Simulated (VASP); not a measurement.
# Cu: single point with PBE

The system is Cu.

```
Cu
1.0
     2.57182    0.00000    0.00000
     0.00000    2.57182    0.00000
     0.00000    0.00000    3.61452
Cu
2
Direct
  0.00000 0.00000 0.00000
  0.50000 0.50000 0.50000
```

* Program: VASP 6.6.1
* Task: single point
* Functional: PBE
* Potentials or basis: VASP PAW PBE potentials, release 64 (Cu_sv_GW)
* Cutoff: 820 eV
* k mesh: 16 × 16 × 12
* Occupations: methfessel-paxton, width 0.1 eV
* Spin: no spin polarisation
* Dipole correction: no
* Further INCAR settings: ALGO = Normal; EDIFF = 1e-06; NBANDS = 26

```yaml
Pressure: -1.7 GPa
Band_gap_on_the_k_mesh: zero (bands 19 and 20 overlap by 8.01 eV)
```

Levels at points of the mesh, in eV from the Fermi level:
```
           k point  band 15  band 16  band 17  band 18  band 19  band 20  band 21  band 22  band 23  band 24
(0.00, 0.00, 0.00)    -2.14    -2.11    -1.58    -1.42    -1.42     1.56     7.15    12.86    12.86    17.39
(0.50, 0.00, 0.00)    -2.45    -2.45    -2.13    -2.13    -0.29    -0.29     9.69     9.69    10.88    10.88
(0.50, 0.50, 0.00)    -1.43    -1.43    -1.41    -1.41     1.43     1.43     6.98     6.98    13.00    13.01
(0.00, 0.00, 0.50)    -2.29    -2.29    -2.29    -2.29    -1.86    -1.86    16.89    16.89    16.89    16.89
(0.50, 0.00, 0.50)    -1.56    -1.56    -1.55    -1.55    -1.00    -1.00     3.71     3.71    21.00    21.00
(0.50, 0.50, 0.50)    -2.16    -2.16    -1.43    -1.43     6.15     6.15     6.15     6.15     8.23     8.23
```

It took 11 min on 1 thread of AMD EPYC 7571 (shared host), peak memory 0.43 GiB.
